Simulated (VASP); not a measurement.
Set up this calculation in VASP 6.6.1, as the native input.

```
Task                   : single point
Functional             : revPBE
Potentials or basis    : VASP PAW PBE potentials, release 64 (Ni, Mo_sv, Pd, Ir, W_sv)
Cutoff                 : 520 eV
k mesh                 : 8 × 8 × 2
Occupations            : fermi-dirac, width 0.05 eV
Spin                   : collinear spin, ferromagnetic start
Starting moments       : [1.0, 1.0, 0.0, 0.6, 0.0] μB
Dipole correction      : no
Further INCAR settings : ALGO = Fast; EDIFF = 1e-06; NBANDS = 40
```

The structure of NiMoIrPdW lies in POSCAR:

```
NiMoIrPdW
1.0
    2.7757098289      0.0000000000      0.0000000000
   -1.3878549144      2.4038352253      0.0000000000
    0.0000000000      0.0000000000     11.0966519087
Ni Mo Pd Ir W
1 1 1 1 1
Direct
    0.3333333333      0.6666666667      0.5963007749
    0.0000000000      0.0000000000      0.4098249928
    0.6666666667      0.3333333333      0.7958168106
    0.6666666667      0.3333333333      0.1999546879
    0.3333333333      0.6666666667      0.9981027338
```

These files were run (other wordings do the same):

INCAR

```
ALGO = Fast
EDIFF = 1E-6
ENCUT = 520
GGA = RE
ISIF = 2
ISMEAR = -1
ISPIN = 2
LASPH = True
LCHARG = False
LMAXMIX = 4
LORBIT = 11
LREAL = False
LWAVE = False
MAGMOM = 1 1 0 0.6 0
NBANDS = 40
NELM = 150
PREC = Accurate
SIGMA = 0.05
```

KPOINTS

```
k-points
0
Gamma
  8 8 2
```

Potentials or basis: VASP PAW PBE potentials, release 64 (Ni, Mo_sv, Pd, Ir, W_sv).

Run with:

```console
$ cat potpaw_PBE.64/Ni/POTCAR potpaw_PBE.64/Mo_sv/POTCAR potpaw_PBE.64/Pd/POTCAR potpaw_PBE.64/Ir/POTCAR potpaw_PBE.64/W_sv/POTCAR > POTCAR
$ mpirun -np 1 vasp_std > vasp.out
```

Results of the run:

| Property | Result |
| --- | --- |
| Pressure | 0.3 GPa |
| Largest force | 0.022 eV/Å |
| Net moment | 0.00 μB per cell |
| Valence electrons inside the program's atomic spheres | Ni 9.14; Mo 12.43; Pd 9.55; Ir 8.36; W 12.04 |

Caveat: the PAW data sets were made with another functional, which shifts forces and pressure a little.

Wall time 13 min on 1 thread of AMD EPYC 7R13, on a shared host, peak memory 0.3 GiB.
